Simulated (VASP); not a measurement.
# HgTe (Coloradoite) (F-43m) in VASP: a series of runs, part 2 of 2

VASP 6.6.1. The steps go on from the part before.

### 4 Single point, RPBE

This run uses another cell than the first one, of 38.59 Å³/atom, 1.096 times its volume.

Contents of INCAR:

```
  ALGO = Normal
  EDIFF = 1E-6
  ENCUT = 520
  GGA = RP
  ISIF = 2
  ISMEAR = -1
  LASPH = True
  LCHARG = True
  LELF = True
  LREAL = False
  LVHAR = True
  LWAVE = False
  NBANDS = 16
  NELM = 100
  PREC = Accurate
  SIGMA = 0.05
```

Contents of KPOINTS:

```
k-points
0
Gamma
  7 7 7
```

Contents of POSCAR:

```
HgTe
1.0
    0.0000000000      3.3792187232      3.3792187232
    3.3792187232      0.0000000000      3.3792187232
    3.3792187232      3.3792187232      0.0000000000
Hg Te
1 1
Direct
    0.0000000000      0.0000000000      0.0000000000
    0.7500000000      0.7500000000      0.7500000000
```

Potentials or basis: VASP PAW PBE potentials, release 64 (Hg, Te).

Run with:

```sh
cat potpaw_PBE.64/Hg/POTCAR potpaw_PBE.64/Te/POTCAR > POTCAR
mpirun -np 1 vasp_std > vasp.out
```

OUTCAR:

```text
EDIFF = 1E-6
   ENCUT = 520
   GGA = RP
   ISIF = 2
   ISMEAR = -1
   LASPH = True
   LREAL = False
   NELM = 100
   PREC = Accurate

 ion  position               nearest neighbor table
   1  0.000  0.000  0.000-   2 2.93   2 2.93   2 2.93   2 2.93
   2  0.750  0.750  0.750-   1 2.93   1 2.93   1 2.93   1 2.93

  LATTYP: Found a face centered cubic cell.
 ALAT       =     6.7584374464

  Lattice vectors:

 A1 = (   0.0000000000,   3.3792187232,   3.3792187232)
 A2 = (   3.3792187232,   0.0000000000,   3.3792187232)
 A3 = (   3.3792187232,   3.3792187232,   0.0000000000)

Analysis of symmetry for initial positions (statically):
=====================================================================
 Subroutine PRICEL returns:
 Original cell was already a primitive cell.

 Routine SETGRP: Setting up the symmetry group for a
 face centered cubic supercell.

 Subroutine GETGRP returns: Found 24 space group operations
 (whereof 24 operations were pure point group operations)
 out of a pool of 48 trial point group operations.

The static configuration has the point symmetry T_d .

Analysis of symmetry for dynamics (positions and initial velocities):
=====================================================================
 Subroutine PRICEL returns:
 Original cell was already a primitive cell.

 Routine SETGRP: Setting up the symmetry group for a
 face centered cubic supercell.

 Subroutine GETGRP returns: Found 24 space group operations
 (whereof 24 operations were pure point group operations)
 out of a pool of 48 trial point group operations.

The dynamic configuration has the point symmetry T_d .

 Subroutine INISYM returns: Found 24 space group operations
 (whereof 24 operations are pure point group operations),
 and found     1 'primitive' translations

----------------------------------------------------------------------------------------
[... 104 lines left out ...]
   EFERMI_NEDOS =   21; number of points for ismear=-14 and -15
   IALGO  =     38    algorithm
   IMIX   =      4    mixing-type and parameters
     AMIX     =   0.40;   BMIX     =  1.00
     AMIX_MAG =   1.60;   BMIX_MAG =  1.00
  volume/ion in A,a.u.               =      38.59       260.40
  Fermi-wavevector in a.u.,A,eV,Ry     =   1.007719  1.904312 13.816678  1.015497
  Thomas-Fermi vector in A             =   2.140541
   LORBIT       =      0    0 simple, 1 ext, 2 COOP (PROOUT), +10 PAW based schemes
   GGA     = RP    functional components
   LHFCALC =     F    Hartree Fock is set to
   AEXX    =    0.0000 exact exchange contribution
   IVDW    =     0    specifies the selected vdW correction
   LEPSILON=     F    determine dielectric tensor
   LRPA    =     F    only Hartree local field effects (RPA)
 non-spin polarized calculation
  energy-cutoff  :      520.00
  volume of cell :       77.18
 maximum number of plane-waves:      2102
   NGX = 17   NGY = 17   NGZ = 17

 number of electron      18.0000000 magnetization

 Free energy of the ion-electron system (eV)
  ---------------------------------------------------
  ext. energy  EPLUGINS =         0.00000000
  ---------------------------------------------------
  free energy    TOTEN  =        -2.96778164 eV

  energy without entropy =       -2.96689458  energy(sigma->0) =       -2.96733811

 E-fermi :   1.9626     XC(G=0):  -7.8990

 val. band max:        1.9084053499   @ k =   0.0000   0.0000   0.0000
 cond. band min:       2.5336243392   @ k =   0.1429   0.0000   0.0000
 fundamental gap:      0.6252189893
 Fermi energy:         1.9626177875

 k-point     1 :       0.0000    0.0000    0.0000
  band No.  band energies     occupation
      1      -9.1792      2.00000
      2      -4.7662      2.00000
      3      -4.7662      2.00000
      4      -4.7662      2.00000
      5      -4.3877      2.00000
      6      -4.3877      2.00000
[... 357 lines left out ...]
      3      -4.5795      2.00000
      4      -4.4288      2.00000
      5      -4.3883      2.00000
      6      -3.9913      2.00000
[... 8 lines left out ...]
     15      11.8107      0.00000
     16      13.2113      0.00000

------------------------ aborting loop because EDIFF is reached ----------------------------------------

  FORCE on cell =-STRESS in cart. coord.  units (eV):
  Direction    XX          YY          ZZ          XY          YZ          ZX
  --------------------------------------------------------------------------------------
  -------------------------------------------------------------------------------------
  Total        0.0094964      0.0094964      0.0094964     -0.0000000      0.0000000     -0.0000000
  in kB        0.1971464      0.1971464      0.1971464     -0.0000000      0.0000000     -0.0000000
  external PRESSURE =       0.1971464 kB  Pullay stress =       0.0000000 kB

 VOLUME and BASIS-vectors are now :
 -----------------------------------------------------------------------------
  energy-cutoff  :      520.00
  volume of cell :       77.18
      direct lattice vectors                 reciprocal lattice vectors
     0.000000000  3.379218723  3.379218723    -0.147963195  0.147963195  0.147963195
     3.379218723  0.000000000  3.379218723     0.147963195 -0.147963195  0.147963195
     3.379218723  3.379218723  0.000000000     0.147963195  0.147963195 -0.147963195

 POSITION                                       TOTAL-FORCE (eV/Angst)
 -----------------------------------------------------------------------------------
      0.00000      0.00000      0.00000         0.000000      0.000000      0.000000
      5.06883      5.06883      5.06883        -0.000000     -0.000000     -0.000000
 -----------------------------------------------------------------------------------
    total drift:                                0.000000      0.000000      0.000000

  FREE ENERGIE OF THE ION-ELECTRON SYSTEM (eV)
  ---------------------------------------------------
  free  energy   TOTEN  =        -2.9677816448 eV

  energy  without entropy=       -2.9668945843  energy(sigma->0) =       -2.96733811
```

OSZICAR:

```text
N       E                     dE             d eps       ncg     rms          rms(c)
DAV:   1     0.103836200278E+03    0.10384E+03   -0.79482E+03   640   0.963E+02
DAV:   2     0.553689738148E+00   -0.10328E+03   -0.97084E+02   744   0.223E+02
DAV:   3    -0.310564469313E+01   -0.36593E+01   -0.36506E+01   776   0.436E+01
DAV:   4    -0.314369113437E+01   -0.38046E-01   -0.38043E-01   976   0.388E+00
DAV:   5    -0.314379902295E+01   -0.10789E-03   -0.10789E-03   840   0.196E-01    0.577E+00
DAV:   6    -0.296840486008E+01    0.17539E+00   -0.34289E-01   736   0.701E+00    0.470E+00
DAV:   7    -0.296583985649E+01    0.25650E-02   -0.82703E-02   712   0.185E+00    0.190E+00
DAV:   8    -0.296721414262E+01   -0.13743E-02   -0.81642E-03   752   0.965E-01    0.388E-01
DAV:   9    -0.296763947048E+01   -0.42533E-03   -0.91322E-04   784   0.304E-01    0.891E-02
DAV:  10    -0.296773089050E+01   -0.91420E-04   -0.11915E-04   744   0.914E-02    0.460E-02
DAV:  11    -0.296778161044E+01   -0.50720E-04   -0.86706E-05   728   0.605E-02    0.278E-02
DAV:  12    -0.296778164483E+01   -0.34388E-07   -0.49812E-06   752   0.144E-02
   1 F= -.29677816E+01 E0= -.29673381E+01  d E =-.887061E-03
```

Run time: 36 s. Hardware: 1 thread of Intel Xeon 8259CL, shared host; peak memory 0.22 GiB.

What came out:

| Item | Value |
| --- | --- |
| Free energy | -2.9678 eV |
| Pressure | 0.0 GPa |
| Band gap on the k mesh | zero (filled and empty bands touch) |

Caveat: the PAW data sets were made with another functional, which shifts forces and pressure a little; spin-orbit coupling is left out, which moves the levels of the heavy elements.

### 5 Single point, r2SCAN

This run uses another cell than the first one, of 31.22 Å³/atom, 0.887 times its volume.

Contents of POSCAR:

```
HgTe
1.0
    0.0000000000      3.1488795465      3.1488795465
    3.1488795465      0.0000000000      3.1488795465
    3.1488795465      3.1488795465      0.0000000000
Hg Te
1 1
Direct
    0.0000000000      0.0000000000      0.0000000000
    0.7500000000      0.7500000000      0.7500000000
```

Contents of INCAR.step1:

```
SYSTEM = HgTe
PREC = Accurate
ENCUT = 520
ISMEAR = -1
SIGMA = 0.05
LREAL = .False.
LASPH = .True.
NELM = 80
NBANDS = 16
GGA = PE
ALGO = Normal
EDIFF = 1E-4
LWAVE = .True.
LCHARG = .False.
```

Contents of INCAR.step2:

```
SYSTEM = HgTe
PREC = Accurate
ENCUT = 520
EDIFF = 1E-6
ISMEAR = -1
SIGMA = 0.05
LREAL = .False.
LASPH = .True.
NELM = 80
ALGO = Normal
ISIF = 2
LWAVE = .False.
LCHARG = .False.
METAGGA = R2SCAN
LMIXTAU = .True.
NBANDS = 16
ISTART = 1
```

Contents of KPOINTS:

```
Automatic mesh
0
Gamma
  7 7 7
  0 0 0
```

Run with:

```sh
cat potpaw_PBE.64/Hg/POTCAR potpaw_PBE.64/Te/POTCAR > POTCAR
cp INCAR.step1 INCAR
mpirun -np 1 vasp_std > vasp.out
cp INCAR.step2 INCAR
mpirun -np 1 vasp_std > vasp.out
```

Wall time 2.3 min (1 thread of Intel Xeon 8259CL, shared host); peak memory 0.22 GiB.

Results (log left out):

```yaml
Free_energy: -74.9857 eV
Pressure: 7.3 GPa
Band_gap_on_the_k_mesh: zero (filled and empty bands touch)
```

Levels at points of the mesh, in eV from the Fermi level:
| k point | band 6 | band 7 | band 8 | band 9 | band 10 | band 11 | band 12 | band 13 |
| --- | --- | --- | --- | --- | --- | --- | --- | --- |
| (0.00, 0.00, 0.00) | -7.52 | -0.23 | -0.04 | -0.04 | -0.04 | 4.35 | 4.35 | 4.35 |

Caveat: the PAW data sets were made with another functional, which shifts forces and pressure a little; spin-orbit coupling is left out, which moves the levels of the heavy elements.

### 6 Overview

```csv
level,cell,gap on the mesh (eV),pressure (GPa)
PBEsol+D3(BJ),"a = 4.635 Å, angles 60.0°, 2 atoms",none,-2.3
BLYP+D4,"a = 4.672 Å, angles 60.0°, 2 atoms",none,0.2
RPBE,"a = 4.779 Å, angles 60.0°, 2 atoms",none,0.0
r2SCAN,"a = 4.453 Å, angles 60.0°, 2 atoms",none,7.3
```

Alike in all rows: task single point; potentials or basis VASP PAW PBE potentials, release 64 (Hg, Te); no spin polarisation; k mesh 7 × 7 × 7; cutoff (eV) 520; smearing fermi-dirac 0.05 eV.

Caveats: the PAW data sets were made with another functional, which shifts forces and pressure a little; spin-orbit coupling is left out, which moves the levels of the heavy elements; pairwise dispersion overbinds metals, which lowers pressure and volume (some runs).

Total energies depend on the potentials used, so only differences within one code and one set of settings carry meaning.
